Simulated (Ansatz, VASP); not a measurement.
**BN: VASP beside Ansatz**

```
B N
1.0
     0.00000    1.84092    1.84092
     1.84092    0.00000    1.84092
     1.84092    1.84092    0.00000
B N
1 1
Direct
  0.00000 0.00000 0.00000
  0.25000 0.25000 0.25000
```

Change from the starting cell: hydrostatic strain +2.0%.

Alike in both runs: task single point; functional r2SCAN; k mesh 12 × 12 × 12; no spin polarisation.

```csv
,VASP,Ansatz
version,VASP 6.6.1,Ansatz 0.2.0
potentials or method,"VASP PAW PBE potentials, release 64 (B, N)","plane waves, PAW"
plane-wave cutoff (eV),520,500
occupations,"gaussian, width 0.01 eV",fixed
valence electrons in the cell,8,8
```

Ansatz gave:

```
gap on the k mesh at the Fermi level (eV) : 4.92
pressure (GPa)                            : -20.9
```

**Question.** Estimate VASP's values.

**Answer.** gap on the k mesh at the Fermi level (eV): 4.91; pressure (GPa): -20.0.

VASP's potentials were made for PBE, not for r2SCAN.
